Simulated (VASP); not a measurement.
# Al32C (a cell with a defect) in VASP: notebook, part 2 of 2

VASP 6.6.1. Earlier steps stand in the parts before.

**3. Single point, PBE**

INCAR reads:

```
  ALGO = Normal
  EDIFF = 1E-7
  ENCUT = 520
  GGA = PE
  ISIF = 2
  ISMEAR = 0
  LASPH = T
  LCHARG = F
  LREAL = Auto
  LWAVE = F
  NBANDS = 72
  NELM = 80
  PREC = Accurate
  SIGMA = 0.1
```

KPOINTS reads:

```
k-points
0
Gamma
  3 3 3
```

POSCAR reads:

```
Al32C
1.0
    8.1000000000      0.0000000000      0.0000000000
    0.0000000000      8.1000000000      0.0000000000
    0.0000000000      0.0000000000      8.1000000000
Al C
32 1
Direct
    0.5130506666      0.0129696742     -0.0132896259
    0.7522713453      0.2521793893      0.0001504471
    0.7528067249      0.0035907116      0.2532891698
   -0.0026296057      0.0035824675     -0.0039269719
    0.2464714338      0.2526833550     -0.0039266705
    0.5036840599      0.4972844974     -0.0039264919
    0.7527719654      0.7463689585     -0.0039270155
    0.2371339318      0.0129078970      0.2627036122
    0.5036901121      0.2527088698      0.2532863531
    0.7522478083      0.4978006001      0.2491598621
    0.5036891376      0.0035864063      0.5024354632
    0.7518169829      0.2517135100      0.5014122420
    0.7522775180     -0.0005167340      0.7475022539
   -0.0021269590      0.4977811005      0.0001523244
    0.2370813749      0.7370043404     -0.0132865467
   -0.0020992997      0.2521472142      0.2491617568
    0.2464612633      0.4972415790      0.2532924812
    0.5130109076      0.7370367028      0.2627267993
   -0.0021054205     -0.0005204118      0.5018885206
    0.2505759315      0.2521514797      0.5018877516
    0.4995917979      0.4977925485      0.5018983920
    0.7522544589      0.7504632624      0.5018986177
    0.2464676200      0.0035875449      0.7469600639
    0.4995974975      0.2521847816      0.7475026035
    0.7518113819      0.4982428444      0.7479465255
   -0.0026624514      0.7463621760      0.2532887524
   -0.0016582260      0.4982385614      0.5014133021
    0.2464682291      0.7463654751      0.5024411094
   -0.0016559171      0.2517107543      0.7479430053
    0.2505749573      0.4977752715      0.7475068818
    0.5036875105      0.7463670249      0.7469697777
   -0.0021330492      0.7504600276      0.7475067293
    0.3750850617      0.8749689999      0.1246643743
```

Potentials or basis: VASP PAW PBE potentials, release 64 (Al, C).

The run is started by

```sh
$ cat potpaw_PBE.64/Al/POTCAR potpaw_PBE.64/C/POTCAR > POTCAR
$ mpirun -np 1 vasp_std > vasp.out
```

OUTCAR:

```text
EDIFF = 1E-7
   ENCUT = 520
   GGA = PE
   ISIF = 2
   ISMEAR = 0
   LASPH = T
   LREAL = Auto
   NELM = 80
   PREC = Accurate

 ion  position               nearest neighbor table
   1  0.513  0.013  0.987-  33 1.94  24 2.74   2 2.74  13 2.74   5 2.90   9 2.91   7 2.91  23 2.91
                             3 2.91  31 2.91   8 3.16  15 3.16  18 3.16
   2  0.752  0.252  0.000-   1 2.74  14 2.81   6 2.83   4 2.83  10 2.83  16 2.83  25 2.85  29 2.85
                             9 2.87   3 2.87  24 2.89  13 2.89
   3  0.753  0.004  0.253-  16 2.83  19 2.83  12 2.84   9 2.85  11 2.85   2 2.87  22 2.87  26 2.87
                             4 2.87   1 2.91  18 2.91   7 2.95
   4  0.997  0.004  0.996-  13 2.83   2 2.83  29 2.84   5 2.85  23 2.85  16 2.87  32 2.87   3 2.87
                             7 2.88  15 2.90   8 2.91  26 2.95
   5  0.246  0.253  0.996-  30 2.83  14 2.83  29 2.84   4 2.85  23 2.85  16 2.87  24 2.87  17 2.87
                             6 2.88   1 2.90   8 2.91   9 2.95
   6  0.504  0.497  0.996-  24 2.83   2 2.83  25 2.84   7 2.85  31 2.85  10 2.87  30 2.87   9 2.87
                             5 2.88  15 2.91  18 2.91  17 2.95
   7  0.753  0.746  0.996-  32 2.83  14 2.83  25 2.84   6 2.85  31 2.85  10 2.87  13 2.87  26 2.87
                             4 2.88   1 2.91  18 2.91   3 2.95
   8  0.237  0.013  0.263-  33 1.94  19 2.74  20 2.74  16 2.74  28 2.90  11 2.90  26 2.91   9 2.91
                             4 2.91   5 2.91  18 3.16  15 3.16   1 3.16
   9  0.504  0.253  0.253-  10 2.83  21 2.83  12 2.84   3 2.85  11 2.85  20 2.87   2 2.87  17 2.87
[... 32 lines left out ...]
                            21 2.85  22 2.85  24 2.85  32 2.85
  26  0.997  0.746  0.253-  10 2.83  22 2.83  27 2.84  17 2.85  28 2.85  19 2.87  14 2.87   3 2.87
                             7 2.87  15 2.91   8 2.91   4 2.95
  27  0.998  0.498  0.501-  12 2.82  29 2.82  25 2.82  17 2.84  26 2.84  28 2.84  22 2.85  32 2.85
                            20 2.85  30 2.85  16 2.85  10 2.85
  28  0.246  0.746  0.502-  30 2.83  32 2.83  27 2.84  17 2.85  26 2.85  19 2.87  21 2.87  23 2.87
                            31 2.87  18 2.90   8 2.90  11 2.95
  29  0.998  0.252  0.748-  27 2.82  12 2.82  25 2.82  23 2.84   5 2.84   4 2.84  14 2.85   2 2.85
                            19 2.85  20 2.85  13 2.85  30 2.85
  30  0.251  0.498  0.748-  15 2.74  20 2.81  28 2.83   5 2.83  24 2.83  21 2.83  29 2.85  27 2.85
                             6 2.87  31 2.87  14 2.89  32 2.89
  31  0.504  0.746  0.747-  22 2.83  21 2.83  25 2.84   6 2.85   7 2.85  30 2.87  13 2.87  28 2.87
                            11 2.87   1 2.91  15 2.91  23 2.95
  32  0.998  0.750  0.748-  15 2.74  22 2.81   7 2.83  28 2.83  13 2.83  19 2.83  25 2.85  27 2.85
[... 227 lines left out ...]
 number of electron     100.0000001 magnetization

 Free energy of the ion-electron system (eV)
  ---------------------------------------------------
  ext. energy  EPLUGINS =         0.00000000
  ---------------------------------------------------
  free energy    TOTEN  =      -127.70787092 eV

  energy without entropy =     -127.64040854  energy(sigma->0) =     -127.67413973

 E-fermi :   7.9279     XC(G=0): -10.2372

 val. band max:        7.8983344373   @ k =   0.0000   0.3333   0.0000
 cond. band min:       7.9559078968   @ k =   0.3333   0.0000   0.3333
 fundamental gap:      0.0575734595
 Fermi energy:         7.9279054856

 k-point     1 :       0.0000    0.0000    0.0000
  band No.  band energies     occupation
      1      -4.0810      2.00000
      2      -2.6838      2.00000
      3      -0.9477      2.00000
      4      -0.9476      2.00000
      5      -0.9474      2.00000
      6      -0.8873      2.00000
[... 899 lines left out ...]
     61       9.7628      0.00000
     62       9.8196      0.00000
 [bands above 62 left out]

------------------------ aborting loop because EDIFF is reached ----------------------------------------

  FORCE on cell =-STRESS in cart. coord.  units (eV):
  Direction    XX          YY          ZZ          XY          YZ          ZX
  --------------------------------------------------------------------------------------
  -------------------------------------------------------------------------------------
  Total        5.0334804      5.0295074      5.0443787     -0.0022764     -0.0033834      0.0006996
  in kB       15.1748327     15.1628547     15.2076885     -0.0068629     -0.0102002      0.0021090
  external PRESSURE =      15.1817920 kB  Pullay stress =       0.0000000 kB

 VOLUME and BASIS-vectors are now :
 -----------------------------------------------------------------------------
  energy-cutoff  :      520.00
  volume of cell :      531.44
      direct lattice vectors                 reciprocal lattice vectors
     8.100000000  0.000000000  0.000000000     0.123456790  0.000000000  0.000000000
     0.000000000  8.100000000  0.000000000     0.000000000  0.123456790  0.000000000
     0.000000000  0.000000000  8.100000000     0.000000000  0.000000000  0.123456790

 POSITION                                       TOTAL-FORCE (eV/Angst)
 -----------------------------------------------------------------------------------
      4.15571      0.10505      7.99235         0.005324      0.004860     -0.004361
      6.09340      2.04265      0.00122         0.001684      0.001121      0.001379
      6.09773      0.02908      2.05164        -0.002283     -0.001632     -0.001647
      8.07870      0.02902      8.06819         0.002876     -0.002231      0.002192
      1.99642      2.04674      8.06819         0.001958     -0.003258      0.002236
      4.07984      4.02800      8.06820        -0.002555      0.002944      0.003088
[... 25 lines left out ...]
      8.08272      6.07873      6.05480        -0.001312      0.000319     -0.001783
      3.03819      7.08725      1.00978        -0.002881      0.000707      0.003938
 -----------------------------------------------------------------------------------
    total drift:                               -0.004628      0.000375     -0.003857

  FREE ENERGIE OF THE ION-ELECTRON SYSTEM (eV)
  ---------------------------------------------------
  free  energy   TOTEN  =      -127.7078709189 eV

  energy  without entropy=     -127.6404085416  energy(sigma->0) =     -127.67413973
```

OSZICAR:

```text
N       E                     dE             d eps       ncg     rms          rms(c)
DAV:   1     0.151456911054E+03    0.15146E+03   -0.35700E+04  2016   0.113E+03
DAV:   2    -0.112279276618E+03   -0.26374E+03   -0.24772E+03  2376   0.149E+02
[... 11 lines left out ...]
DAV:  14    -0.127707878751E+03   -0.72003E-06   -0.15964E-05  2464   0.152E-02    0.238E-02
DAV:  15    -0.127707871303E+03    0.74475E-05   -0.15333E-05  2408   0.166E-02    0.502E-03
DAV:  16    -0.127707871552E+03   -0.24848E-06   -0.72418E-06  2280   0.700E-03    0.630E-03
DAV:  17    -0.127707871944E+03   -0.39239E-06   -0.13777E-07  1928   0.116E-03    0.759E-03
DAV:  18    -0.127707870791E+03    0.11532E-05   -0.16058E-06  2760   0.394E-03    0.326E-03
DAV:  19    -0.127707870967E+03   -0.17613E-06   -0.29606E-06  2240   0.381E-03    0.145E-03
DAV:  20    -0.127707870919E+03    0.48394E-07   -0.87134E-08  1288   0.929E-04
   1 F= -.12770787E+03 E0= -.12767414E+03  d E =-.674624E-01
```

stdout:

```text
POSCAR found type information on POSCAR AlC
 POSCAR found :  2 types and      33 ions
 scaLAPACK will be used
 LDA part: xc-table for (Slater+PW92), standard interpolation
 POSCAR, INCAR and KPOINTS ok, starting setup
 FFT: planning ... GRIDC
 FFT: planning ... GRID_SOFT
 FFT: planning ... GRID
 WAVECAR not read
 entering main loop
```

It took 14 min on 1 thread of Intel Xeon 6975P-C, shared host; peak memory 0.67 GiB.

Results:

| Property | Result |
| --- | --- |
| Free energy | -127.7079 eV |
| Pressure | 1.5 GPa |
| Largest force | 0.010 eV/Å |
| Band gap on the k mesh | zero (band 50 reaches 8.06 eV, above the bottom of band 51 at 7.77 eV) |

Forces in eV/Å, atoms in the order of the input:
```
Al   0.005  0.005 -0.004
Al   0.002  0.001  0.001
Al  -0.002 -0.002 -0.002
Al   0.003 -0.002  0.002
Al   0.002 -0.003  0.002
Al  -0.003  0.003  0.003
Al  -0.003  0.003  0.003
Al  -0.004  0.004  0.003
Al  -0.002 -0.002 -0.002
Al   0.001 -0.001  0.000
Al  -0.001 -0.001 -0.003
Al   0.004  0.004  0.003
Al   0.002  0.000 -0.001
Al  -0.001 -0.001  0.001
Al  -0.005 -0.006 -0.005
Al  -0.001  0.001 -0.001
Al   0.001  0.003 -0.001
Al   0.006 -0.006  0.005
Al  -0.001 -0.001  0.000
Al   0.001  0.002  0.001
Al  -0.001 -0.002  0.000
Al   0.002  0.001  0.000
Al   0.002 -0.002  0.003
Al  -0.001  0.001 -0.002
Al   0.004 -0.004 -0.004
Al   0.002  0.002 -0.001
Al  -0.004 -0.003  0.003
Al   0.001  0.001 -0.004
Al  -0.003  0.003 -0.005
Al   0.000 -0.001 -0.001
Al  -0.002  0.002  0.003
Al  -0.001  0.000 -0.002
C   -0.003  0.001  0.004
```

Levels at points of the mesh, in eV from the Fermi level:
| k point | band 46 | band 47 | band 48 | band 49 | band 50 | band 51 | band 52 | band 53 | band 54 | band 55 |
| --- | --- | --- | --- | --- | --- | --- | --- | --- | --- | --- |
| (0.00, 0.00, 0.00) | -0.46 | -0.46 | -0.46 | 0.13 | 0.13 | 0.13 | 0.60 | 0.60 | 0.60 | 0.68 |
